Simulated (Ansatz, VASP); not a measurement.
# ZnCu in VASP and in Ansatz

The input INCAR:

```
ALGO = Normal
EDIFF = 1E-7
ENCUT = 520
GGA = PS
ISIF = 2
ISMEAR = -1
LASPH = True
LCHARG = True
LELF = True
LREAL = False
LVHAR = True
LWAVE = False
NBANDS = 18
NELM = 60
PREC = Accurate
SIGMA = 0.05
```

KPOINTS

```
k-points
0
Gamma
  14 14 14
```

Contents of POSCAR:

```
ZnCu
1.0
    2.9252343038      0.0000000000      0.0000000000
    0.0000000000      2.9252343038      0.0000000000
    0.0000000000      0.0000000000      2.9252343038
Zn Cu
1 1
Direct
    0.5000000000      0.5000000000      0.5000000000
    0.0000000000      0.0000000000      0.0000000000
```

Input for Ansatz:

```yaml
crystal:
  lattice:
    - [2.9252343038, 0.0, 0.0]
    - [0.0, 2.9252343038, 0.0]
    - [0.0, 0.0, 2.9252343038]
  atoms:
    - { symbol: Zn, position: [0.5, 0.5, 0.5] }
    - { symbol: Cu, position: [0.0, 0.0, 0.0] }
kpoints:
  mp_grid: { grid: [14, 14, 14] }
  band_path:
    path:
      - [0.0, 0.0, 0.0]
      - [0.0, 0.5, 0.0]
      - [0.5, 0.5, 0.0]
      - [0.0, 0.0, 0.0]
      - [0.5, 0.5, 0.5]
      - [0.0, 0.5, 0.0]
      - [0.5, 0.5, 0.5]
      - [0.5, 0.5, 0.0]
    npoints: 5
scf:
  occupations: { method: fermi_dirac, width: 0.05 }
hamiltonian:
  xc: pbesol
  pseudopotentials: { kind: all_electron, lapw: { basis_error: 0.0005 } }
output:
  forces: true
  stress: true
  eigenvalues: true
```

Change from the starting cell: volume scaled by 0.98.

Alike in both runs: task single point; functional PBEsol; k mesh 14 × 14 × 14; occupations fermi-dirac, width 0.05 eV; no spin polarisation.

|  | VASP | Ansatz |
| --- | --- | --- |
| version | VASP 6.6.1 | Ansatz 0.2.0 |
| potentials or method | VASP PAW PBE potentials, release 64 (Zn, Cu), cutoff 520 eV | all-electron LAPW, scalar-relativistic |

```tsv
	VASP	Ansatz	Ansatz less VASP
pressure (GPa)	-1.7	-2.3	-0.67
```

VASP's potentials were made for PBE, not for PBEsol. Ansatz ran all-electron here, and VASP with PAW potentials.
